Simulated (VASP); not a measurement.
Wanted: the native input for a VASP 6.6.1 run.

```
Task                   : relaxation of cell and atoms
Functional             : PBE
Potentials or basis    : VASP PAW PBE potentials, release 64 (Co, Al)
Cutoff                 : 600 eV
k mesh                 : 15 × 15 × 15
Occupations            : fermi-dirac, width 0.08 eV
Spin                   : no spin polarisation
Target pressure        : 50 GPa
Dipole correction      : no
Further INCAR settings : ALGO = Normal; EDIFF = 1e-06; IBRION = 2; EDIFFG = -0.005; NSW = 60; ISIF = 3
```

The structure of AlCo (CsCl type) lies in POSCAR:

```
AlCo
1.0
    2.7370525765      0.0000000000      0.0000000000
    0.0000000000      2.7370525765      0.0000000000
    0.0000000000      0.0000000000      2.7370525765
Co Al
1 1
Direct
    0.0000000000      0.0000000000      0.0000000000
    0.5000000000      0.5000000000      0.5000000000
```

These files were run (other wordings do the same):

INCAR

```
  ALGO = Normal
  EDIFF = 1E-6
  EDIFFG = -0.005
  ENCUT = 600
  GGA = PE
  IBRION = 2
  ISIF = 3
  ISMEAR = -1
  LASPH = T
  LCHARG = F
  LREAL = F
  LWAVE = F
  NELM = 60
  NSW = 60
  PREC = Accurate
  PSTRESS = 500.0
  SIGMA = 0.08
```

KPOINTS

```
k-points
0
Gamma
  15 15 15
```

Potentials or basis: VASP PAW PBE potentials, release 64 (Co, Al).

Run with:

```sh
$ cat potpaw_PBE.64/Co/POTCAR potpaw_PBE.64/Al/POTCAR > POTCAR
$ mpirun -np 1 vasp_std > vasp.out
```

It gave:

```yaml
Relaxed_volume: 9.61 Å³/atom
Relaxed_cell: a = 2.679 Å, b = 2.679 Å, c = 2.679 Å, α = 90.00°, β = 90.00°, γ = 90.00°
Space_group_after_relaxing_to_0.1_Å: Pm-3m (No. 221)
Energy_change_on_relaxing_the_run_minimises_the_enthalpy: +154.4 meV/atom
Ionic_steps: 7
Pressure_after_relaxing: 50.0 GPa
Band_gap_on_the_k_mesh: zero (bands 6 and 7 overlap by 2.17 eV)
```

Caveat: the cell is relaxed towards a set pressure, so the run minimises the enthalpy, not the energy; the run has no spin polarisation, though such a crystal can be magnetic.

It took 86 s on 1 thread of AMD EPYC 9R14 (Zen 4), on a shared host, peak memory 0.14 GiB.
